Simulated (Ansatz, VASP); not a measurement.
# Al2Cu: VASP beside Ansatz

Contents of INCAR:

```
SYSTEM = Al2Cu
ALGO     = Fast           ! electronic algorithm
EDIFF    = 1E-7           ! SCF threshold, eV
ENCUT    = 520            ! plane-wave cutoff, eV
GGA      = PE             ! functional
ISIF     = 2              ! what is computed and relaxed
ISMEAR   = 0              ! smearing method
LASPH    = .True.         ! aspherical terms in the spheres
LCHARG   = .False.        ! write CHGCAR
LREAL    = .False.        ! projectors in reciprocal space
LWAVE    = .False.        ! write WAVECAR
NBANDS   = 26             ! bands
NELM     = 60             ! most SCF steps
PREC     = Accurate       ! precision mode
SIGMA    = 0.15           ! smearing width, eV
```

Contents of KPOINTS:

```
k-points
0
Gamma
  14 14 14
  0 0 0
```

File POSCAR:

```
Al2Cu
1.0
   -3.0261888737      3.0261888737      2.4416174552
    3.0261888737     -3.0261888737      2.4416174552
    3.0261888737      3.0261888737     -2.4416174552
Al Cu
4 2
Direct
    0.1587211841      0.6587211841      0.8174423681
    0.6587211841      0.8412788159      0.5000000000
    0.8412788159      0.3412788159      0.1825576319
    0.3412788159      0.1587211841      0.5000000000
    0.7500000000      0.7500000000      0.0000000000
    0.2500000000      0.2500000000      0.0000000000
```

Input for Ansatz:

```yaml
crystal:
  lattice:
    - [-3.0261888737, 3.0261888737, 2.4416174552]
    - [3.0261888737, -3.0261888737, 2.4416174552]
    - [3.0261888737, 3.0261888737, -2.4416174552]
  atoms:
    - { symbol: Al, position: [0.1587211841, 0.6587211841, 0.8174423681] }
    - { symbol: Al, position: [0.6587211841, 0.8412788159, 0.5] }
    - { symbol: Al, position: [0.8412788159, 0.3412788159, 0.1825576319] }
    - { symbol: Al, position: [0.3412788159, 0.1587211841, 0.5] }
    - { symbol: Cu, position: [0.75, 0.75, 0.0] }
    - { symbol: Cu, position: [0.25, 0.25, 0.0] }
basis:
  ecutwfc: 420
kpoints:
  mp_grid: { grid: [14, 14, 14] }
hamiltonian:
  xc: pbe
scf:
  occupations: { method: gaussian, width: 0.15 }
output:
  forces: true
  stress: true
  eigenvalues: true
```

Alike in both runs: task single point; functional PBE; k mesh 14 × 14 × 14; occupations gaussian, width 0.15 eV; no spin polarisation.

|  | VASP | Ansatz |
| --- | --- | --- |
| version | VASP 6.6.1 | Ansatz 0.2.0 |
| potentials or method | VASP PAW PBE potentials, release 64 (Al, Cu), cutoff 520 eV | scalar-relativistic, plane waves, PAW |
| valence electrons in the cell | 34 | 50 |

```csv
,VASP,Ansatz,Ansatz less VASP
gap on the k mesh at the Fermi level (eV),none,none,-
pressure (GPa),0.2,0.1,-0.16
"traceless stress, the component that is largest in VASP (GPa)",-0.13,-0.13,-0.003
rms of the force components (eV/Å),0.008,0.006,-0.0015
```

Atom by atom the forces differ by 0.001 eV/Å (rms over components). A gap of «none» marks a metal or a gap that the smearing closes. The functional is the same, so the differences come from potentials, cutoffs and numerics. VASP's potentials hold 34 valence electrons a cell and Ansatz's 50, so a difference there can come from the potentials and not from the codes.
